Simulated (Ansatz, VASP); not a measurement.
# Sb: VASP beside Ansatz

```
Sb
1.0
     2.13974    1.23538    3.73278
    -2.13974    1.23538    3.73278
     0.00000   -2.47076    3.73278
Sb
2
Direct
  0.76651 0.76651 0.76651
  0.23349 0.23349 0.23349
```

Alike in both runs: task single point; functional PBE; k mesh 8 × 8 × 8; occupations fermi-dirac, width 0.05 eV; no spin polarisation.

|  | VASP | Ansatz |
| --- | --- | --- |
| version | VASP 6.6.1 | Ansatz 0.2.0 |
| potentials or method | VASP PAW PBE potentials, release 64 (Sb) | Ansatz PAW soft_1 |
| plane-wave cutoff (eV) | 520 | 420 |
| valence electrons in the cell | 10 | 30 |

|  | VASP | Ansatz | Ansatz less VASP |
| --- | --- | --- | --- |
| gap on the k mesh at the Fermi level (eV) | none | none | - |
| pressure (GPa) | 4.1 | 4.0 | -0.09 |
| traceless stress, the component that is largest in VASP (GPa) | -0.58 | -0.53 | +0.050 |
| rms of the force components (eV/Å) | 0.183 | 0.157 | -0.0256 |

Atom by atom the forces differ by 0.026 eV/Å (rms over components). A gap of «none» marks a metal or a gap that the smearing closes. The functional is the same, so the differences come from potentials, cutoffs and numerics. VASP's potentials hold 10 valence electrons a cell and Ansatz's 30, so a difference there can come from the potentials and not from the codes.

Neither program's run includes spin-orbit coupling.
